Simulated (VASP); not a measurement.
Runs of VASP 6.6.1 on AlN. The structure is that of space group Fm-3m (No. 225), or close to it. The cells are those of the table. 

```tsv
cell	gap on the mesh (eV)	pressure (GPa)
a = 2.756, b = 2.756, c = 2.797 Å, angles 59.5, 59.5, 61.0°, 2 atoms	4.72	(d)
a = 2.769, b = 2.769, c = 2.797 Å, angles 59.7, 59.7, 60.7°, 2 atoms	4.84	20.4
a = 2.811, b = 2.811, c = 2.797 Å, angles 60.2, 60.2, 59.7°, 2 atoms	4.93	10.1
a = 2.783, b = 2.783, c = 2.797 Å, angles 59.8, 59.8, 60.3°, 2 atoms	4.96	(a)
a = 2.840, b = 2.840, c = 2.797 Å, angles 60.5, 60.5, 59.0°, 2 atoms	4.59	(c)
a = 2.825, b = 2.825, c = 2.797 Å, angles 60.3, 60.3, 59.3°, 2 atoms	(b)	7.2
```

Alike in all rows: task electric field gradients; level LDA; potentials or basis VASP PAW LDA potentials, release 64 (Al, N); no spin polarisation; k mesh 10 × 10 × 10; cutoff (eV) 520; smearing fermi-dirac 0.02 eV.

Task: Fill in the values left out.

Result: (a) 16.7; (b) 4.75; (c) 4.5; (d) 24.4.

Caveats: the cell stands under pressure.

A k mesh can miss the band edges.
